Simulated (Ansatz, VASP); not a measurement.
**Two plane-wave programs on Ti**

File INCAR:

```
PREC = Accurate ; ENCUT = 520
EDIFF = 1E-6 ; ISMEAR = 0
SIGMA = 0.15 ; LREAL = False
LASPH = True ; NELM = 80
ALGO = Fast ; ISIF = 2
LWAVE = False ; LCHARG = True
GGA = PE ; LELF = True
LVHAR = True ; NBANDS = 12
```

KPOINTS

```
regular mesh
0
Gamma
  22 22 22
```

File POSCAR:

```
Ti
1.0
   -1.5289742435      1.5289742435      1.6476226448
    1.5289742435     -1.5289742435      1.6476226448
    1.5289742435      1.5289742435     -1.6476226448
Ti
1
Direct
    0.0000000000      0.0000000000      0.0000000000
```

Input for Ansatz:

```yaml
crystal:
  lattice:
    - [-1.5289742435, 1.5289742435, 1.6476226448]
    - [1.5289742435, -1.5289742435, 1.6476226448]
    - [1.5289742435, 1.5289742435, -1.6476226448]
  atoms:
    - { symbol: Ti, position: [0.0, 0.0, 0.0] }
basis:
  ecutwfc: 520.0
kpoints:
  mp_grid: { grid: [22, 22, 22] }
hamiltonian:
  xc: pbe
  pseudopotentials: { kind: paw, azcp: { folder: soft_1 } }
scf:
  occupations: { method: gaussian, width: 0.15 }
output:
  forces: true
  stress: true
  eigenvalues: true
```

Alike in both runs: task single point; functional PBE; k mesh 22 × 22 × 22; occupations gaussian, width 0.15 eV; no spin polarisation.

```csv
,VASP,Ansatz
version,VASP 6.6.1,Ansatz 0.2.0
potentials or method,"VASP PAW PBE potentials, release 64 (Ti_sv), cutoff 520 eV","scalar-relativistic, plane waves, PAW"
valence electrons in the cell,12,12
```

Ansatz gave:

- gap on the k mesh at the Fermi level (eV): none
- pressure (GPa): 14.7
- traceless stress, the component that is largest in VASP (GPa): 0.58

Task: Estimate VASP's values.

Result: gap on the k mesh at the Fermi level (eV): none; pressure (GPa): 14.3; traceless stress, the component that is largest in VASP (GPa): 0.61.

A gap of «none» marks a metal or a gap that the smearing closes.
